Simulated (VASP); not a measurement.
# Ti (Fm-3m) in VASP: notebook

The runs below take Ti through single point, with PBE.

Everything below comes from runs of VASP 6.6.1. Logs are shortened: lines on timing, memory, paths and dates and some standing lists are left out, and cuts for length are marked.

## (1) The cell of the first run

Symmetry: Fm-3m, No. 225, cubic system. Conventional cell: a = 4.070 Å, b = 4.070 Å, c = 4.070 Å, α = 90.00°, β = 90.00°, γ = 90.00°. Ti (site symmetry m-3m) has 12 Ti at 2.88 Å within 3.8 Å.

## (2) Single point, PBE (volume scaled by 0.97)

INCAR

```
SYSTEM = Ti
  ALGO = Normal
  EDIFF = 1E-6
  ENCUT = 520
  GGA = PE
  ISIF = 2
  ISMEAR = 0
  LASPH = .TRUE.
  LCHARG = .TRUE.
  LELF = .TRUE.
  LREAL = .FALSE.
  LVHAR = .TRUE.
  LWAVE = .FALSE.
  NBANDS = 12
  NELM = 80
  PREC = Accurate
  SIGMA = 0.1
```

KPOINTS

```
k-points
0
G
  18 18 18
  0 0 0
```

POSCAR

```
Ti
1.0
    0.0000000000      2.0352482489      2.0352482489
    2.0352482489      0.0000000000      2.0352482489
    2.0352482489      2.0352482489      0.0000000000
Ti
1
Direct
    0.0000000000      0.0000000000      0.0000000000
```

Potentials or basis: VASP PAW PBE potentials, release 64 (Ti_sv).

Launch:

```sh
cat potpaw_PBE.64/Ti_sv/POTCAR > POTCAR
mpirun -np 1 vasp_std > vasp.out
```

OUTCAR:

```text
SYSTEM = Ti
   EDIFF = 1E-6
   ENCUT = 520
   GGA = PE
   ISIF = 2
   ISMEAR = 0
   LASPH = .TRUE.
   LREAL = .FALSE.
   NELM = 80
   PREC = Accurate

 ion  position               nearest neighbor table
   1  0.000  0.000  0.000-

  LATTYP: Found a face centered cubic cell.
 ALAT       =     4.0704964978

  Lattice vectors:

 A1 = (   0.0000000000,   2.0352482489,   2.0352482489)
 A2 = (   2.0352482489,   0.0000000000,   2.0352482489)
 A3 = (   2.0352482489,   2.0352482489,   0.0000000000)

Analysis of symmetry for initial positions (statically):
=====================================================================
 Subroutine PRICEL returns:
 Original cell was already a primitive cell.

 Routine SETGRP: Setting up the symmetry group for a
 face centered cubic supercell.

 Subroutine GETGRP returns: Found 48 space group operations
 (whereof 48 operations were pure point group operations)
 out of a pool of 48 trial point group operations.

The static configuration has the point symmetry O_h .

Analysis of symmetry for dynamics (positions and initial velocities):
=====================================================================
 Subroutine PRICEL returns:
 Original cell was already a primitive cell.

 Routine SETGRP: Setting up the symmetry group for a
 face centered cubic supercell.

 Subroutine GETGRP returns: Found 48 space group operations
 (whereof 48 operations were pure point group operations)
 out of a pool of 48 trial point group operations.

The dynamic configuration has the point symmetry O_h .

 Subroutine INISYM returns: Found 48 space group operations
 (whereof 48 operations are pure point group operations),
 and found     1 'primitive' translations

----------------------------------------------------------------------------------------

                                     Primitive cell

  volume of cell :      16.8610

  direct lattice vectors                    reciprocal lattice vectors
     0.000000000  2.035248249  2.035248249    -0.245670276  0.245670276  0.245670276
     2.035248249  0.000000000  2.035248249     0.245670276 -0.245670276  0.245670276
     2.035248249  2.035248249  0.000000000     0.245670276  0.245670276 -0.245670276

  length of vectors
     2.878275676  2.878275676  2.878275676     0.425513401  0.425513401  0.425513401

  position of ions in fractional coordinates (direct lattice)
     0.000000000  0.000000000  0.000000000

  ion indices of the primitive-cell ions
   primitive index   ion index
                 1           1

----------------------------------------------------------------------------------------

 KPOINTS: k-points

Automatic generation of k-mesh.
 Grid dimensions read from file:
 generate k-points for:   18   18   18

 Generating k-lattice:

  Cartesian coordinates                     Fractional coordinates (reciprocal lattice)
    -0.013648349  0.013648349  0.013648349     0.055555556  0.000000000  0.000000000
     0.013648349 -0.013648349  0.013648349     0.000000000  0.055555556  0.000000000
     0.013648349  0.013648349 -0.013648349     0.000000000  0.000000000  0.055555556

  Length of vectors
     0.023639633  0.023639633  0.023639633

  Shift w.r.t. Gamma in fractional coordinates (k-lattice)
     0.000000000  0.000000000  0.000000000

 Subroutine IBZKPT returns following result:
 ===========================================

 Found    195 irreducible k-points:

 Following reciprocal coordinates:
            Coordinates               Weight
  0.000000  0.000000  0.000000      1.000000
  0.055556  0.000000  0.000000      8.000000
  0.111111  0.000000  0.000000      8.000000
  0.166667  0.000000  0.000000      8.000000
  0.222222  0.000000  0.000000      8.000000
  0.277778  0.000000  0.000000      8.000000
[... 16 lines left out ...]
 -0.277778  0.055556  0.000000     24.000000
 -0.222222  0.055556  0.000000     24.000000
 [... further k-points ...]
   k-points           NKPTS =    195   k-points in BZ     NKDIM =    195   number of bands    NBANDS=     12
   number of dos      NEDOS =    301   number of ions     NIONS =      1
   total plane-waves  NPLWV =  13824
   dimension x,y,z NGX =    24 NGY =   24 NGZ =   24
   dimension x,y,z NGXF=    48 NGYF=   48 NGZF=   48
   ions per type =               1
   NGX,Y,Z   is equivalent  to a cutoff of  13.86, 13.86, 13.86 a.u.
   NGXF,Y,Z  is equivalent  to a cutoff of  27.72, 27.72, 27.72 a.u.
 SYSTEM =  Ti
   PREC   = accura    normal or accurate (medium, high low for compatibility)
   ISTART =      0    job   : 0-new  1-cont  2-samecut
   ICHARG =      2    charge: 1-file 2-atom 10-const
   ISPIN  =      1    spin polarized calculation?
   LNONCOLLINEAR =      F non collinear calculations
   LSORBIT =      F    spin-orbit coupling
   LASPH  =      T    aspherical Exc in radial PAW
   ENCUT  =  520.0 eV  38.22 Ry    6.18 a.u.   5.35  5.35  5.35*2*pi/ulx,y,z
   NELM   =     80;   NELMIN=  2; NELMDL= -5     # of ELM steps
   EDIFF  = 0.1E-05   stopping-criterion for ELM
   LREAL  =      F    real-space projection
[... 7 lines left out ...]
   TEBEG  =    0.0;   TEEND  =   0.0 temperature during run
   PSTRESS=    0.0 pullay stress
   NELECT =      12.0000    total number of electrons
   NUPDOWN=      -1.0000    fix difference up-down
   EMIN   =  10.00;   EMAX   =-10.00  energy-range for DOS
   EFERMI =   0.00;   METHOD = LEGACY
   ISMEAR =     0;   SIGMA  =   0.10  broadening in eV -4-tet -1-fermi 0-gaus
   EFERMI_NEDOS =   21; number of points for ismear=-14 and -15
   IALGO  =     38    algorithm
   IMIX   =      4    mixing-type and parameters
     AMIX     =   0.40;   BMIX     =  1.00
     AMIX_MAG =   1.60;   BMIX_MAG =  1.00
  volume/ion in A,a.u.               =      16.86       113.78
  Fermi-wavevector in a.u.,A,eV,Ry     =   1.461643  2.762104 29.067474  2.136399
  Thomas-Fermi vector in A             =   2.577950
   LORBIT       =      0    0 simple, 1 ext, 2 COOP (PROOUT), +10 PAW based schemes
   GGA     = PE    functional components
   LHFCALC =     F    Hartree Fock is set to
   AEXX    =    0.0000 exact exchange contribution
   IVDW    =     0    specifies the selected vdW correction
   LEPSILON=     F    determine dielectric tensor
   LRPA    =     F    only Hartree local field effects (RPA)
 non-spin polarized calculation
 Gauss-broadening in eV      SIGMA  =   0.10
  energy-cutoff  :      520.00
  volume of cell :       16.86
 maximum number of plane-waves:       467
 NGX is ok and might be reduce to    24
   NGX = 11   NGY = 11   NGZ = 11

 number of electron      12.0000002 magnetization

 Free energy of the ion-electron system (eV)
  ---------------------------------------------------
  ext. energy  EPLUGINS =         0.00000000
  ---------------------------------------------------
  free energy    TOTEN  =        -7.77731301 eV

  energy without entropy =       -7.76872972  energy(sigma->0) =       -7.77302136

 E-fermi :   8.5407     XC(G=0): -11.6387

 val. band max:        8.5348238240   @ k =  -0.3333   0.3333   0.1111
 cond. band min:       8.5450256677   @ k =  -0.3889   0.3889   0.1667
 fundamental gap:      0.0102018438
 Fermi energy:         8.5407314530

 k-point     1 :       0.0000    0.0000    0.0000
  band No.  band energies     occupation
      1     -48.1204      2.00000
      2     -23.9441      2.00000
      3     -23.9441      2.00000
      4     -23.9441      2.00000
      5       2.3722      2.00000
      6       9.4328      0.00000
      7       9.4328      0.00000
      8       9.4328      0.00000
      9      11.1311      0.00000
     10      11.1311      0.00000
     11      23.9505      0.00000
     12      28.5726      0.00000

 k-point     2 :       0.0556    0.0000    0.0000
  band No.  band energies     occupation
      1     -48.1163      2.00000
      2     -23.9671      2.00000
      3     -23.9469      2.00000
      4     -23.9469      2.00000
      5       2.4753      2.00000
      6       9.3680      0.00000
      7       9.4707      0.00000
      8       9.4707      0.00000
      9      11.1060      0.00000
     10      11.1060      0.00000
     11      24.0422      0.00000
     12      27.7331      0.00000

 k-point     3 :       0.1111    0.0000    0.0000
  band No.  band energies     occupation
      1     -48.1045      2.00000
      2     -24.0332      2.00000
      3     -23.9552      2.00000
      4     -23.9552      2.00000
      5       2.7771      2.00000
      6       9.1912      0.00000
      7       9.5692      0.00000
      8       9.5692      0.00000
      9      11.0496      0.00000
     10      11.0496      0.00000
     11      24.2171      0.00000
     12      26.2383      0.00000

 k-point     4 :       0.1667    0.0000    0.0000
  band No.  band energies     occupation
      1     -48.0864      2.00000
      2     -24.1334      2.00000
      3     -23.9677      2.00000
      4     -23.9677      2.00000
      5       3.2550      2.00000
      6       8.9500      0.00000
      7       9.6780      0.00000
      8       9.6780      0.00000
      9      11.0209      0.00000
     10      11.0209      0.00000
     11      23.8874      0.00000
     12      25.1522      0.00000

 k-point     5 :       0.2222    0.0000    0.0000
  band No.  band energies     occupation
      1     -48.0640      2.00000
      2     -24.2549      2.00000
      3     -23.9831      2.00000
      4     -23.9831      2.00000
      5       3.8660      2.00000
      6       8.7094      0.01705
      7       9.7183      0.00000
      8       9.7183      0.00000
      9      11.1055      0.00000
     10      11.1055      0.00000
     11      22.5383      0.00000
     12      24.8866      0.00000

 k-point     6 :       0.2778    0.0000    0.0000
  band No.  band energies     occupation
      1     -48.0401      2.00000
      2     -24.3824      2.00000
      3     -23.9994      2.00000
      4     -23.9994      2.00000
      5       4.5379      2.00000
      6       8.5467      0.93317
      7       9.6566      0.00000
      8       9.6566      0.00000
      9      11.3342      0.00000
     10      11.3342      0.00000
     11      21.0206      0.00000
     12      24.5389      0.00000

 k-point     7 :       0.3333    0.0000    0.0000
  band No.  band energies     occupation
      1     -48.0175      2.00000
      2     -24.5007      2.00000
      3     -24.0146      2.00000
      4     -24.0146      2.00000
      5       5.1577      2.00000
      6       8.5483      0.91469
      7       9.5394      0.00000
      8       9.5394      0.00000
      9      11.6438      0.00000
     10      11.6438      0.00000
     11      19.5674      0.00000
     12      24.0600      0.00000

 k-point     8 :       0.3889    0.0000    0.0000
  band No.  band energies     occupation
      1     -47.9991      2.00000
      2     -24.5961      2.00000
      3     -24.0270      2.00000
      4     -24.0270      2.00000
      5       5.5996      2.00000
      6       8.7647      0.00154
      7       9.4229      0.00000
      8       9.4229      0.00000
      9      11.9456      0.00000
     10      11.9456      0.00000
     11      18.2929      0.00000
     12      23.6140      0.00000
[... 166 lines left out ...]
 k-point    20 :      -0.4444    0.0556    0.0000
  band No.  band energies     occupation
      1     -47.9828      2.00000
      2     -24.6624      2.00000
      3     -24.0548      2.00000
      4     -24.0379      2.00000
      5       5.9390      2.00000
      6       8.9489      0.00000
      7       9.3597      0.00000
      8       9.3817      0.00000
      9      12.1411      0.00000
     10      12.4340      0.00000
     11      17.1658      0.00000
     12      23.2907      0.00000

 k-point    21 :      -0.3889    0.0556    0.0000
  band No.  band energies     occupation
      1     -47.9923      2.00000
      2     -24.6146      2.00000
      3     -24.0518      2.00000
      4     -24.0279      2.00000
      5       5.7768      2.00000
      6       8.7596      0.00197
      7       9.3447      0.00000
      8       9.4403      0.00000
      9      11.8944      0.00000
     10      12.2919      0.00000
     11      17.9458      0.00000
     12      23.5095      0.00000

 k-point    22 :      -0.3333    0.0556    0.0000
  band No.  band energies     occupation
      1     -48.0086      2.00000
      2     -24.5315      2.00000
      3     -24.0430      2.00000
      4     -24.0139      2.00000
      5       5.4085      2.00000
      6       8.5313      1.10606
      7       9.4350      0.00000
      8       9.5471      0.00000
      9      11.5585      0.00000
     10      12.0284      0.00000
     11      19.1475      0.00000
     12      23.8827      0.00000

 k-point    23 :      -0.2778    0.0556    0.0000
  band No.  band energies     occupation
      1     -48.0298      2.00000
      2     -24.4224      2.00000
      3     -24.0293      2.00000
      4     -23.9976      2.00000
      5       4.8352      2.00000
      6       8.4747      1.64935
      7       9.5644      0.00000
      8       9.6769      0.00000
      9      11.2049      0.00000
     10      11.7141      0.00000
     11      20.5694      0.00000
     12      24.3263      0.00000

 k-point    24 :      -0.2222    0.0556    0.0000
  band No.  band energies     occupation
      1     -48.0533      2.00000
      2     -24.2998      2.00000
      3     -24.0125      2.00000
      4     -23.9809      2.00000
      5       4.1678      2.00000
      6       8.5942      0.44923
      7       9.6719      0.00000
      8       9.7749      0.00000
      9      10.9244      0.00000
     10      11.4254      0.00000
     11      22.0834      0.00000
     12      24.7027      0.00000

 [... further k-points ...]

------------------------ aborting loop because EDIFF is reached ----------------------------------------

  FORCE on cell =-STRESS in cart. coord.  units (eV):
  Direction    XX          YY          ZZ          XY          YZ          ZX
  --------------------------------------------------------------------------------------
  -------------------------------------------------------------------------------------
  Total        0.3304565      0.3304565      0.3304565      0.0000000      0.0000000     -0.0000000
  in kB       31.4009442     31.4009442     31.4009442      0.0000000      0.0000000     -0.0000000
  external PRESSURE =      31.4009442 kB  Pullay stress =       0.0000000 kB

 VOLUME and BASIS-vectors are now :
 -----------------------------------------------------------------------------
  energy-cutoff  :      520.00
  volume of cell :       16.86
      direct lattice vectors                 reciprocal lattice vectors
     0.000000000  2.035248249  2.035248249    -0.245670276  0.245670276  0.245670276
     2.035248249  0.000000000  2.035248249     0.245670276 -0.245670276  0.245670276
     2.035248249  2.035248249  0.000000000     0.245670276  0.245670276 -0.245670276

 POSITION                                       TOTAL-FORCE (eV/Angst)
 -----------------------------------------------------------------------------------
      0.00000      0.00000      0.00000        -0.000000      0.000000     -0.000000
 -----------------------------------------------------------------------------------
    total drift:                                0.000000      0.000000     -0.000000

  FREE ENERGIE OF THE ION-ELECTRON SYSTEM (eV)
  ---------------------------------------------------
  free  energy   TOTEN  =        -7.7773130057 eV

  energy  without entropy=       -7.7687297166  energy(sigma->0) =       -7.77302136
```

Run time: 18 s. Hardware: 1 thread of Intel Xeon Platinum 8488C (Sapphire Rapids), shared host; peak memory 0.16 GiB.

Results:

```yaml
Free_energy: -7.7773 eV
Pressure: 3.1 GPa
Band_gap_on_the_k_mesh: zero (band 6 reaches 9.43 eV, above the bottom of band 7 at 8.09 eV)
```

[end of part 1 of 2]
